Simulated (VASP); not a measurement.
# B5P (P4mm) in VASP: a series of runs, part 2 of 2

VASP 6.6.1. Earlier steps stand in the parts before.

### 4 Single point, PBE

INCAR

```
SYSTEM = B5P
  ALGO = Normal
  EDIFF = 1E-6
  ENCUT = 500
  GGA = PE
  GGA_COMPAT = .False.
  ISIF = 2
  ISMEAR = 0
  LASPH = .True.
  LCHARG = .True.
  LELF = .True.
  LREAL = .False.
  LVHAR = .True.
  LWAVE = .False.
  NBANDS = 19
  NELM = 120
  PREC = Accurate
  SIGMA = 0.02
```

KPOINTS

```
k-points
0
Gamma
  6 6 6
  0 0 0
```

POSCAR

```
B5P
1.0
    4.2793511689      0.0000000000      0.0000000000
    0.0000000000      4.2793511689      0.0000000000
    0.0000000000      0.0000000000      4.4158235477
B P
5 1
Direct
    0.5000000000      0.5000000000      0.2092722794
    0.5000000000      0.1945604274      0.4550005604
    0.1945604274      0.5000000000      0.4550005604
    0.5000000000      0.8054395726      0.4550005604
    0.8054395726      0.5000000000      0.4550005604
    0.5000000000      0.5000000000      0.7807254788
```

Potentials or basis: VASP PAW PBE potentials, release 64 (B, P).

Launch:

```sh
$ cat potpaw_PBE.64/B/POTCAR potpaw_PBE.64/P/POTCAR > POTCAR
$ mpirun -np 1 vasp_std > vasp.out
```

OUTCAR:

```text
SYSTEM = B5P
   EDIFF = 1E-6
   ENCUT = 500
   GGA = PE
   ISIF = 2
   ISMEAR = 0
   LASPH = .True.
   LREAL = .False.
   NELM = 120
   PREC = Accurate

 ion  position               nearest neighbor table
   1  0.500  0.500  0.209-   2 1.70   3 1.70   4 1.70   5 1.70   6 1.89   6 2.52
   2  0.500  0.195  0.455-   4 1.67   1 1.70   3 1.85   5 1.85   6 1.94
   3  0.195  0.500  0.455-   5 1.67   1 1.70   4 1.85   2 1.85   6 1.94
   4  0.500  0.805  0.455-   2 1.67   1 1.70   3 1.85   5 1.85   6 1.94
   5  0.805  0.500  0.455-   3 1.67   1 1.70   2 1.85   4 1.85   6 1.94
   6  0.500  0.500  0.781-   1 1.89   2 1.94   3 1.94   4 1.94   5 1.94   1 2.52

  LATTYP: Found a simple tetragonal cell.
 ALAT       =     4.2793511689
 C/A-ratio  =     1.0318909043

  Lattice vectors:

 A1 = (   4.2793511689,   0.0000000000,   0.0000000000)
 A2 = (   0.0000000000,   4.2793511689,   0.0000000000)
 A3 = (   0.0000000000,   0.0000000000,   4.4158235477)

Analysis of symmetry for initial positions (statically):
=====================================================================
 Subroutine PRICEL returns:
 Original cell was already a primitive cell.

[... 182 lines left out ...]
 fundamental gap:      0.8741062767
 Fermi energy:         2.7212034490

 k-point     1 :       0.0000    0.0000    0.0000
  band No.  band energies     occupation
      1     -13.1569      2.00000
      2      -6.3255      2.00000
      3      -5.0869      2.00000
      4      -4.7632      2.00000
      5      -4.7632      2.00000
      6      -3.3727      2.00000
[... 505 lines left out ...]
      6      -2.0647      2.00000
[... 11 lines left out ...]
     18      10.7127      0.00000
     19      11.8304      0.00000

 [... further k-points ...]

------------------------ aborting loop because EDIFF is reached ----------------------------------------

  FORCE on cell =-STRESS in cart. coord.  units (eV):
  Direction    XX          YY          ZZ          XY          YZ          ZX
  --------------------------------------------------------------------------------------
  -------------------------------------------------------------------------------------
  Total       -0.0077074     -0.0077074     -0.1031505      0.0000000     -0.0000000      0.0000000
  in kB       -0.1527033     -0.1527033     -2.0436866      0.0000000     -0.0000000      0.0000000
  external PRESSURE =      -0.7830311 kB  Pullay stress =       0.0000000 kB

 VOLUME and BASIS-vectors are now :
 -----------------------------------------------------------------------------
  energy-cutoff  :      500.00
  volume of cell :       80.87
      direct lattice vectors                 reciprocal lattice vectors
     4.279351169  0.000000000  0.000000000     0.233680285  0.000000000  0.000000000
     0.000000000  4.279351169  0.000000000     0.000000000  0.233680285  0.000000000
     0.000000000  0.000000000  4.415823548     0.000000000  0.000000000  0.226458324

 POSITION                                       TOTAL-FORCE (eV/Angst)
 -----------------------------------------------------------------------------------
      2.13968      2.13968      0.92411        -0.000000     -0.000000     -0.034473
      2.13968      0.83259      2.00920        -0.000000     -0.011855      0.014705
      0.83259      2.13968      2.00920        -0.011855      0.000000      0.014705
      2.13968      3.44676      2.00920        -0.000000      0.011855      0.014705
      3.44676      2.13968      2.00920         0.011855      0.000000      0.014705
      2.13968      2.13968      3.44755        -0.000000      0.000000     -0.024345
 -----------------------------------------------------------------------------------
    total drift:                                0.000000     -0.000000      0.000021

  FREE ENERGIE OF THE ION-ELECTRON SYSTEM (eV)
  ---------------------------------------------------
  free  energy   TOTEN  =       -38.2817625966 eV

  energy  without entropy=      -38.2817625966  energy(sigma->0) =      -38.28176260
```

OSZICAR:

```text
N       E                     dE             d eps       ncg     rms          rms(c)
DAV:   1     0.515807005368E+02    0.51581E+02   -0.85740E+03  1520   0.876E+02
DAV:   2    -0.392429678523E+02   -0.90824E+02   -0.86149E+02  1945   0.174E+02
DAV:   3    -0.429574805925E+02   -0.37145E+01   -0.36878E+01  2058   0.353E+01
DAV:   4    -0.429945737460E+02   -0.37093E-01   -0.37062E-01  2067   0.386E+00
DAV:   5    -0.429953417720E+02   -0.76803E-03   -0.76798E-03  2069   0.531E-01    0.117E+01
DAV:   6    -0.388872434625E+02    0.41081E+01   -0.57565E+00  1706   0.130E+01    0.594E+00
DAV:   7    -0.383023849806E+02    0.58486E+00   -0.21370E+00  1897   0.766E+00    0.223E+00
DAV:   8    -0.382747502608E+02    0.27635E-01   -0.20421E-01  1731   0.271E+00    0.682E-01
DAV:   9    -0.382760743857E+02   -0.13241E-02   -0.22528E-02  1798   0.813E-01    0.317E-01
DAV:  10    -0.382801187210E+02   -0.40443E-02   -0.34759E-03  1655   0.325E-01    0.155E-01
DAV:  11    -0.382816733524E+02   -0.15546E-02   -0.97868E-04  1689   0.191E-01    0.650E-02
DAV:  12    -0.382817436563E+02   -0.70304E-04   -0.10418E-04  1868   0.641E-02    0.268E-02
DAV:  13    -0.382817625934E+02   -0.18937E-04   -0.28054E-05  1679   0.339E-02    0.298E-03
DAV:  14    -0.382817625966E+02   -0.32173E-08   -0.10898E-06  1791   0.708E-03
   1 F= -.38281763E+02 E0= -.38281763E+02  d E =-.704112E-12
```

Run time: 46 s. Hardware: 1 thread of Intel Xeon 8259CL, shared host; peak memory 0.19 GiB.

Results:

```yaml
Free_energy: -38.2818 eV
Pressure: -0.1 GPa
Largest_force: 0.034 eV/Å
Band_gap_on_the_k_mesh: 0.87 eV (least direct gap 1.09 eV)
```

Forces on the atoms (eV/Å):
```
B    0.000  0.000 -0.034
B    0.000 -0.012  0.015
B   -0.012  0.000  0.015
B    0.000  0.012  0.015
B    0.012  0.000  0.015
P    0.000  0.000 -0.024
```
